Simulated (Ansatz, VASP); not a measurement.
## Two plane-wave programs on SnC4

```
Sn C
1.0
     4.92005    0.00000    0.00000
    -2.46003    4.26089    0.00000
     0.00000    0.00000    8.47217
Sn C
2 8
Direct
  0.33333 0.66667 0.53950
  0.66667 0.33333 0.46050
  0.33333 0.66667 0.00011
  0.16662 0.33324 0.00005
  0.66676 0.83338 0.00005
  0.16662 0.83338 0.00005
  0.66667 0.33333 0.99989
  0.83338 0.16662 0.99995
  0.83338 0.66676 0.99995
  0.33324 0.16662 0.99995
```

Alike in both runs: functional PBE; k mesh 4 × 4 × 2; occupations gaussian, width 0.2 eV; no spin polarisation.

Ansatz relaxed the structure, and its values are those at the end. VASP's run is a single point on that final structure, the one shown.

|  | VASP | Ansatz |
| --- | --- | --- |
| version | VASP 6.6.1 | Ansatz 0.2.0 |
| potentials or method | VASP PAW PBE potentials, release 64 (Sn_d, C), cutoff 520 eV | scalar-relativistic, plane waves, PAW |
| valence electrons in the cell | 60 | 60 |

|  | VASP | Ansatz | Ansatz less VASP |
| --- | --- | --- | --- |
| gap on the k mesh at the Fermi level (eV) | none | none | - |
| pressure (GPa) | 0.3 | 0.2 | -0.15 |

A gap of «none» marks a metal or a gap that the smearing closes. With one functional, cell and mesh, what is left measures potentials, basis and numerics.

The k mesh is coarse, so the values compare programs but aren't converged.
